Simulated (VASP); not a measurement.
# Sb (Fd-3m) in VASP: a series of runs

The runs below take Sb through single point, with LDA.

All numbers are computed with VASP 6.6.1; they aren't measurements. Logs are shortened: lines on timing, memory, paths and dates and some standing lists are left out, and cuts for length are marked.

### Step 1. The cell of the first run

It takes space group Fd-3m (No. 227, cubic). The conventional cell has a = 6.538 Å, b = 6.538 Å, c = 6.538 Å, α = 90.00°, β = 90.00°, γ = 90.00°. Within 3.7 Å of Sb (site symmetry -43m) lie 4 Sb at 2.83 Å.

### Step 2. Single point, LDA (volume scaled by 0.88)

Contents of INCAR:

```
SYSTEM = Sb
ALGO = Normal ; EDIFF = 1E-7
ENCUT = 520 ; ISIF = 2
ISMEAR = -1 ; LASPH = .TRUE.
LCHARG = .FALSE. ; LREAL = .FALSE.
LWAVE = .FALSE. ; NBANDS = 12
NELM = 100 ; PREC = Accurate
SIGMA = 0.1
```

Contents of KPOINTS:

```
k-points
0
G
  9 9 9
  0 0 0
```

Contents of POSCAR:

```
Sb
1.0
    0.0000000000      3.2692046763      3.2692046763
    3.2692046763      0.0000000000      3.2692046763
    3.2692046763      3.2692046763      0.0000000000
Sb
2
Direct
    0.1250000000      0.1250000000      0.1250000000
    0.8750000000      0.8750000000      0.8750000000
```

Potentials or basis: VASP PAW LDA potentials, release 64 (Sb).

Started as:

```sh
$ cat potpaw_LDA.64/Sb/POTCAR > POTCAR
$ mpirun -np 1 vasp_std > vasp.out
```

OUTCAR:

```text
SYSTEM = Sb
   EDIFF = 1E-7
   ENCUT = 520
   ISIF = 2
   ISMEAR = -1
   LASPH = .TRUE.
   LREAL = .FALSE.
   NELM = 100
   PREC = Accurate

 ion  position               nearest neighbor table
   1  0.125  0.125  0.125-   2 2.83   2 2.83   2 2.83   2 2.83
   2  0.875  0.875  0.875-   1 2.83   1 2.83   1 2.83   1 2.83

  LATTYP: Found a face centered cubic cell.
 ALAT       =     6.5384093526

  Lattice vectors:

 A1 = (   0.0000000000,   3.2692046763,   3.2692046763)
 A2 = (   3.2692046763,   0.0000000000,   3.2692046763)
 A3 = (   3.2692046763,   3.2692046763,   0.0000000000)

Analysis of symmetry for initial positions (statically):
=====================================================================
 Subroutine PRICEL returns:
 Original cell was already a primitive cell.

 Routine SETGRP: Setting up the symmetry group for a
 face centered cubic supercell.

 Subroutine GETGRP returns: Found 48 space group operations
 (whereof 12 operations were pure point group operations)
 out of a pool of 48 trial point group operations.

The static configuration has the point symmetry D_3d.
 The point group associated with its full space group is O_h .

Analysis of symmetry for dynamics (positions and initial velocities):
=====================================================================
 Subroutine PRICEL returns:
 Original cell was already a primitive cell.

 Routine SETGRP: Setting up the symmetry group for a
 face centered cubic supercell.

 Subroutine GETGRP returns: Found 48 space group operations
 (whereof 12 operations were pure point group operations)
 out of a pool of 48 trial point group operations.

The dynamic configuration has the point symmetry D_3d.
 The point group associated with its full space group is O_h .

 Subroutine INISYM returns: Found 48 space group operations
 (whereof 12 operations are pure point group operations),
 and found     1 'primitive' translations

----------------------------------------------------------------------------------------

                                     Primitive cell

  volume of cell :      69.8806

  direct lattice vectors                    reciprocal lattice vectors
     0.000000000  3.269204676  3.269204676    -0.152942397  0.152942397  0.152942397
     3.269204676  0.000000000  3.269204676     0.152942397 -0.152942397  0.152942397
     3.269204676  3.269204676  0.000000000     0.152942397  0.152942397 -0.152942397

  length of vectors
     4.623353591  4.623353591  4.623353591     0.264904003  0.264904003  0.264904003

  position of ions in fractional coordinates (direct lattice)
     0.125000000  0.125000000  0.125000000
     0.875000000  0.875000000  0.875000000

  ion indices of the primitive-cell ions
   primitive index   ion index
                 1           1
                 2           2

----------------------------------------------------------------------------------------

 KPOINTS: k-points

Automatic generation of k-mesh.
 Grid dimensions read from file:
 generate k-points for:    9    9    9

 Generating k-lattice:

  Cartesian coordinates                     Fractional coordinates (reciprocal lattice)
    -0.016993600  0.016993600  0.016993600     0.111111111  0.000000000  0.000000000
     0.016993600 -0.016993600  0.016993600     0.000000000  0.111111111  0.000000000
     0.016993600  0.016993600 -0.016993600     0.000000000  0.000000000  0.111111111

  Length of vectors
     0.029433778  0.029433778  0.029433778

  Shift w.r.t. Gamma in fractional coordinates (k-lattice)
     0.000000000  0.000000000  0.000000000

 Subroutine IBZKPT returns following result:
 ===========================================

 Found     35 irreducible k-points:

 Following reciprocal coordinates:
            Coordinates               Weight
  0.000000  0.000000  0.000000      1.000000
  0.111111  0.000000  0.000000      8.000000
  0.222222  0.000000  0.000000      8.000000
  0.333333  0.000000  0.000000      8.000000
  0.444444  0.000000  0.000000      8.000000
  0.111111  0.111111  0.000000      6.000000
[... 16 lines left out ...]
 -0.333333  0.333333  0.000000     12.000000
  0.444444  0.444444  0.000000      6.000000
 [... further k-points ...]
   k-points           NKPTS =     35   k-points in BZ     NKDIM =     35   number of bands    NBANDS=     12
   number of dos      NEDOS =    301   number of ions     NIONS =      2
   total plane-waves  NPLWV =  46656
   dimension x,y,z NGX =    36 NGY =   36 NGZ =   36
   dimension x,y,z NGXF=    72 NGYF=   72 NGZF=   72
   ions per type =               2
   NGX,Y,Z   is equivalent  to a cutoff of  12.94, 12.94, 12.94 a.u.
   NGXF,Y,Z  is equivalent  to a cutoff of  25.89, 25.89, 25.89 a.u.
 SYSTEM =  Sb
   PREC   = accura    normal or accurate (medium, high low for compatibility)
   ISTART =      0    job   : 0-new  1-cont  2-samecut
   ICHARG =      2    charge: 1-file 2-atom 10-const
   ISPIN  =      1    spin polarized calculation?
   LNONCOLLINEAR =      F non collinear calculations
   LSORBIT =      F    spin-orbit coupling
   LASPH  =      T    aspherical Exc in radial PAW
   ENCUT  =  520.0 eV  38.22 Ry    6.18 a.u.   8.60  8.60  8.60*2*pi/ulx,y,z
   NELM   =    100;   NELMIN=  2; NELMDL= -5     # of ELM steps
   EDIFF  = 0.1E-06   stopping-criterion for ELM
   LREAL  =      F    real-space projection
   EDIFFG = 0.1E-05   stopping-criterion for IOM
   NSW    =      0    number of steps for IOM
   IBRION =     -1    ionic relax: 0-MD 1-quasi-New 2-CG
   NFREE  =      0    steps in history (QN), initial steepest desc. (CG)
   ISIF   =      2    stress and relaxation
   ISYM   =      2    0-nonsym 1-usesym 2-fastsym
   POTIM  = 0.5000    time-step for ionic-motion
   TEBEG  =    0.0;   TEEND  =   0.0 temperature during run
   PSTRESS=    0.0 pullay stress
   NELECT =      10.0000    total number of electrons
   NUPDOWN=      -1.0000    fix difference up-down
   EMIN   =  10.00;   EMAX   =-10.00  energy-range for DOS
   EFERMI =   0.00;   METHOD = LEGACY
   ISMEAR =    -1;   SIGMA  =   0.10  broadening in eV -4-tet -1-fermi 0-gaus
   EFERMI_NEDOS =   21; number of points for ismear=-14 and -15
   IALGO  =     38    algorithm
   IMIX   =      4    mixing-type and parameters
     AMIX     =   0.40;   BMIX     =  1.00
     AMIX_MAG =   1.60;   BMIX_MAG =  1.00
  volume/ion in A,a.u.               =      34.94       235.79
  Fermi-wavevector in a.u.,A,eV,Ry     =   0.856294  1.618160  9.976320  0.733239
  Thomas-Fermi vector in A             =   1.973173
   LORBIT       =      0    0 simple, 1 ext, 2 COOP (PROOUT), +10 PAW based schemes
   GGA     = CA    functional components
   LHFCALC =     F    Hartree Fock is set to
   AEXX    =    0.0000 exact exchange contribution
   IVDW    =     0    specifies the selected vdW correction
   LEPSILON=     F    determine dielectric tensor
   LRPA    =     F    only Hartree local field effects (RPA)
 non-spin polarized calculation
  energy-cutoff  :      520.00
  volume of cell :       69.88
 maximum number of plane-waves:      1896
   NGX = 17   NGY = 17   NGZ = 17

 number of electron      10.0000000 magnetization

 Free energy of the ion-electron system (eV)
  ---------------------------------------------------
  ext. energy  EPLUGINS =         0.00000000
  ---------------------------------------------------
  free energy    TOTEN  =        -8.64216141 eV

  energy without entropy =       -8.58322416  energy(sigma->0) =       -8.61269279

 E-fermi :   5.6370     XC(G=0):  -8.9237

 val. band max:        5.6155048844   @ k =   0.4444   0.3333   0.0000
 cond. band min:       5.6481928323   @ k =   0.3333   0.2222   0.0000
 fundamental gap:      0.0326879480
 Fermi energy:         5.6369533154

 k-point     1 :       0.0000    0.0000    0.0000
  band No.  band energies     occupation
      1      -7.0677      2.00000
      2       1.1872      2.00000
      3       3.5886      2.00000
      4       3.5886      2.00000
      5       3.5886      2.00000
      6       6.0561      0.02980
      7       6.0561      0.02980
      8       6.0561      0.02980
      9       9.4846      0.00000
     10      12.0781      0.00000
     11      12.0781      0.00000
     12      13.1584      0.00000

 k-point     2 :       0.1111    0.0000    0.0000
  band No.  band energies     occupation
      1      -6.9621      2.00000
      2       0.5092      2.00000
      3       3.4165      2.00000
      4       3.4165      2.00000
      5       3.7636      2.00000
      6       6.2966      0.00273
      7       6.2966      0.00273
      8       6.3837      0.00114
      9       9.9971      0.00000
     10      11.5998      0.00000
     11      11.5998      0.00000
     12      12.7846      0.00000

 k-point     3 :       0.2222    0.0000    0.0000
  band No.  band energies     occupation
      1      -6.6570      2.00000
      2      -0.7466      2.00000
      3       3.0793      2.00000
      4       3.0793      2.00000
      5       3.6994      2.00000
      6       6.7632      0.00003
      7       6.7632      0.00003
      8       7.4616      0.00000
      9      10.8321      0.00000
     10      11.2949      0.00000
     11      11.2949      0.00000
     12      12.6963      0.00000
[... 286 lines left out ...]
 k-point    23 :      -0.3333    0.3333    0.0000
  band No.  band energies     occupation
      1      -5.0481      2.00000
      2      -3.5408      2.00000
      3       0.7686      2.00000
      4       2.0342      2.00000
      5       5.1094      1.98982
      6       7.9570      0.00000
      7       8.6959      0.00000
      8       8.8450      0.00000
      9      10.1557      0.00000
     10      11.6773      0.00000
     11      14.3778      0.00000
     12      15.1608      0.00000

 k-point    24 :       0.4444    0.4444    0.0000
  band No.  band energies     occupation
      1      -4.8883      2.00000
      2      -3.7483      2.00000
      3       1.5609      2.00000
      4       1.5609      2.00000
      5       4.8224      1.99942
      6       5.0912      1.99151
      7      10.5251      0.00000
      8      10.5251      0.00000
      9      11.7840      0.00000
     10      13.2445      0.00000
     11      14.2187      0.00000
     12      14.3711      0.00000

 [... further k-points ...]
[... 5 lines left out ...]
  --------------------------------------------------------------------------------------
  -------------------------------------------------------------------------------------
  Total        2.7310670      2.7310670      2.7310670      0.0000000      0.0000000      0.0000000
  in kB       62.6161847     62.6161847     62.6161847      0.0000000      0.0000000      0.0000000
  external PRESSURE =      62.6161847 kB  Pullay stress =       0.0000000 kB

 VOLUME and BASIS-vectors are now :
 -----------------------------------------------------------------------------
  energy-cutoff  :      520.00
  volume of cell :       69.88
      direct lattice vectors                 reciprocal lattice vectors
     0.000000000  3.269204676  3.269204676    -0.152942397  0.152942397  0.152942397
     3.269204676  0.000000000  3.269204676     0.152942397 -0.152942397  0.152942397
     3.269204676  3.269204676  0.000000000     0.152942397  0.152942397 -0.152942397

 POSITION                                       TOTAL-FORCE (eV/Angst)
 -----------------------------------------------------------------------------------
      0.81730      0.81730      0.81730        -0.000000      0.000000      0.000000
      5.72111      5.72111      5.72111         0.000000     -0.000000     -0.000000
 -----------------------------------------------------------------------------------
    total drift:                               -0.000000      0.000000      0.000000

  FREE ENERGIE OF THE ION-ELECTRON SYSTEM (eV)
  ---------------------------------------------------
  free  energy   TOTEN  =        -8.6421614135 eV

  energy  without entropy=       -8.5832241594  energy(sigma->0) =       -8.61269279
```

Run time: 34 s. Hardware: 1 thread of Intel Xeon 8259CL, shared host; peak memory 0.17 GiB.

Results:

| Property | Result |
| --- | --- |
| Free energy | -8.6422 eV |
| Pressure | 6.3 GPa |
| Band gap on the k mesh | zero (band 5 reaches 6.41 eV, above the bottom of band 6 at 5.09 eV) |

Caveat: spin-orbit coupling is left out, which moves the levels of the heavy elements.

### Step 3. Single point, LDA (volume scaled by 0.92)

Contents of INCAR:

```
  PREC = Accurate
  ENCUT = 520
  EDIFF = 1E-7
  ISMEAR = -1
  SIGMA = 0.1
  LREAL = False
  LASPH = True
  NELM = 60
  ALGO = Normal
  ISIF = 2
  LWAVE = False
  LCHARG = False
  GGA = CA
  NBANDS = 12
```

Contents of KPOINTS:

```
regular mesh
0
Gamma
  9 9 9
```

Contents of POSCAR:

```
Sb
1.0
    0.0000000000      3.3180059707      3.3180059707
    3.3180059707      0.0000000000      3.3180059707
    3.3180059707      3.3180059707      0.0000000000
Sb
2
Direct
    0.1250000000      0.1250000000      0.1250000000
    0.8750000000      0.8750000000      0.8750000000
```

Potentials or basis: VASP PAW LDA potentials, release 64 (Sb).

Started as:

```sh
$ cat potpaw_LDA.64/Sb/POTCAR > POTCAR
$ mpirun -np 1 vasp_std > vasp.out
```

It took 38 s on 1 thread of Intel Xeon 8259CL, shared host; peak memory 0.18 GiB.

Results (log left out):

```
Free energy            : -8.7409 eV
Pressure               : 3.8 GPa
Band gap on the k mesh : zero (band 5 reaches 5.85 eV, above the bottom of band 6 at 4.66 eV)
```

Levels at points of the mesh, in eV from the Fermi level:
```csv
k point,band 2,band 3,band 4,band 5,band 6,band 7,band 8,band 9
"(0.00, 0.00, 0.00)",-4.68,-1.96,-1.96,-1.96,0.46,0.46,0.46,3.85
```

Caveat: spin-orbit coupling is left out, which moves the levels of the heavy elements.
